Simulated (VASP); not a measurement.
SiO2 (ke600), 6 atoms in the cell. Symmetry: P4_2/mnm, No. 136, tetragonal system. The conventional cell has a = 4.155 Å, b = 4.155 Å, c = 2.661 Å, α = 90.00°, β = 90.00°, γ = 90.00°. Si (site symmetry mmm) has 6 O at 1.75 to 1.80 Å within 2.3 Å. O (site symmetry m2m) has 3 Si at 1.75 to 1.80 Å and 1 O at 2.28 Å within 2.3 Å. 

```yaml
Program: VASP 6.6.1
Task: vibrations by perturbation theory
Functional: LDA
Potentials_or_basis: VASP PAW LDA potentials, release 64 (Si, O)
Cutoff: 520 eV
k_mesh: 6 × 6 × 8
Occupations: gaussian, width 0.01 eV
Spin: no spin polarisation
Dipole_correction: no
Further_INCAR_settings: ALGO = Normal; EDIFF = 1e-08; NBANDS = 25; IBRION = 8; NSW = 1
```

Potentials or basis: VASP PAW LDA potentials, release 64 (Si, O).

Command:

```console
$ cat potpaw_LDA.64/Si/POTCAR potpaw_LDA.64/O/POTCAR > POTCAR
$ mpirun -np 1 vasp_std > vasp.out
```

Hardware: 1 thread of Intel(R) Xeon(R) Platinum 8259CL CPU @ 2.50GHz (Skylake/Cascade Lake) (shared host).

Q: How long does it take, and how much memory?

A: It took 13 min on 1 thread of Intel(R) Xeon(R) Platinum 8259CL CPU @ 2.50GHz (Skylake/Cascade Lake), with other jobs on the host, peak memory 0.5 GiB. Counts: scf iterations 168, k points 50.
